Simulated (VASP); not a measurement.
Set up this calculation in VASP 6.6.1, as the native input.

```yaml
Task: single point
Functional: PBE
Dispersion: D3(BJ)
Potentials_or_basis: VASP PAW PBE potentials, release 64 (C_h, N_h, H_h)
Cutoff: 910 eV
k_mesh: 1 × 1 × 1
Occupations: fermi-dirac, width 0.02 eV
Spin: no spin polarisation
Dipole_correction: no
Second_run: hard_potentials
Further_INCAR_settings: LREAL = Auto; ALGO = Normal; EDIFF = 1e-06; NBANDS = 72
```

The structure of H3C2N lies in POSCAR:

```
H3C2N
1.0
    8.0517480000      0.0000000000      0.0000000000
    0.0000000000      8.0517480000      0.0000000000
    0.0000000000      0.0000000000      8.0517480000
C N H
12 6 18
Direct
    0.6135065330      0.3234825531      0.3719564994
    0.5357221811      0.1837613398      0.4492937434
    0.2381097868      0.4818829402      0.4954327930
    0.0690036499      0.5071072766      0.5576428870
    0.2716056191      0.9302824679      0.8560749790
    0.3564319201      1.0405318199      0.9708450885
    0.6682648290      0.7799300226      0.8519516507
    0.6144504274      0.7292826353      1.0177789966
    0.6536841441      0.3730370101      0.8089671957
    0.7606671247      0.2515602823      0.8874097898
    0.9444905628      0.8620239978      0.2671097009
    1.0051730382      0.7243147699      0.1635297081
    0.4653275289      0.0869252242      0.5318348264
   -0.0678610409      0.5428634875      0.5944920283
    0.4350732288      1.1354801467      1.0419973402
    0.5807558806      0.6786476676      1.1507314933
    0.8461392483      0.1429006472      0.9272272307
    1.0486915388      0.6069116917      0.0928369840
    0.7284132588      0.3676965548      0.4433819836
    0.6647749035      0.3003943988      0.2488900547
    0.5363059053      0.4364766508      0.3599715242
    0.3225510783      0.5854380937      0.5145839140
    0.3000218089      0.3651381042      0.5468626191
    0.2242121835      0.4756482692      0.3634241906
    0.2894526754      0.8021736398      0.9015433667
    0.1387276403      0.9635174871      0.8650792350
    0.3242774116      0.9387650980      0.7366474957
    0.7816563559      0.7193965832      0.8212999215
    0.5718261426      0.7484710152      0.7604063118
    0.6786849266      0.9198747899      0.8608441297
    0.5982924453      0.4573292656      0.9010217409
    0.7176702500      0.4510821750      0.7199057894
    0.5442296505      0.3213215317      0.7579844774
    0.8701091986      0.8102836800      0.3751731922
    1.0499956034      0.9415843616      0.3141429662
    0.8714505223      0.9501415096      0.1812153088
```

One way to write it, as run:

INCAR

```
  ALGO = Normal
  EDIFF = 1E-6
  ENCUT = 910
  GGA = PE
  GGA_COMPAT = F
  ISIF = 2
  ISMEAR = -1
  IVDW = 12
  LASPH = T
  LCHARG = F
  LREAL = Auto
  LWAVE = F
  NBANDS = 72
  NELM = 120
  PREC = Accurate
  SIGMA = 0.02
```

KPOINTS

```
k-points
0
Gamma
  1 1 1
```

Potentials or basis: VASP PAW PBE potentials, release 64 (C_h, N_h, H_h).

Run with:

```bash
$ cat potpaw_PBE.64/C_h/POTCAR potpaw_PBE.64/N_h/POTCAR potpaw_PBE.64/H_h/POTCAR > POTCAR
$ mpirun -np 1 vasp_gam > vasp.out
```

It gave:

```
Pressure                   : -0.6 GPa
Largest force              : 2.521 eV/Å
Band gap on the k mesh     : 6.15 eV
Dispersion energy per atom : -0.045 eV
```

Caveat: the k points lie up to 0.78 Å⁻¹ apart; the cutoff is under 1.25 times the usual one of these potentials, so pressure, stress and relaxed cells hold a basis-set (Pulay) error.

Run time: 2 min on 1 thread of Intel(R) Xeon(R) Platinum 8488C (Sapphire Rapids), on a shared host, peak memory 0.89 GiB.
